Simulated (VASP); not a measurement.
A run of VASP 6.6.1:

File INCAR:

```
SYSTEM = Bi
  PREC = Accurate
  ENCUT = 520
  EDIFF = 1E-8
  ISMEAR = -1
  SIGMA = 0.03
  LREAL = .FALSE.
  LASPH = .TRUE.
  NELM = 150
  ALGO = Normal
  ISIF = 2
  LWAVE = .FALSE.
  LCHARG = .FALSE.
  LNONCOLLINEAR = .TRUE.
  MAGMOM = 0 0 0 0 0 0
  LORBIT = 11
  LSORBIT = .TRUE.
  GGA_COMPAT = .FALSE.
  LORBMOM = .TRUE.
  GGA = PE
  LEFG = .TRUE.
  NBANDS = 42
```

The input KPOINTS:

```
regular mesh
0
G
  9 9 3
  0 0 0
```

Contents of POSCAR:

```
Bi
1.0
    4.5390002997      0.0000000000      0.0000000000
   -2.2695001499      3.9308895674      0.0000000000
    0.0000000000      0.0000000000     11.8290000000
Bi
2
Direct
    0.3333333333      0.6666666667      0.2500000000
    0.6666666667      0.3333333333      0.7500000000
```

Potentials or basis: VASP PAW PBE potentials, release 64 (Bi_d).

Command:

```bash
$ cat potpaw_PBE.64/Bi_d/POTCAR > POTCAR
$ mpirun -np 1 vasp_ncl > vasp.out
```

Hardware: 1 thread of Oxide Virtual Turin-like Processor (shared host).

Question: How long does it take, and how much memory?

Answer: Run time: 13 min on 1 thread of Oxide Virtual Turin-like Processor, on a shared host, peak memory 0.9 GiB. Counts: scf iterations 18, k points 24.
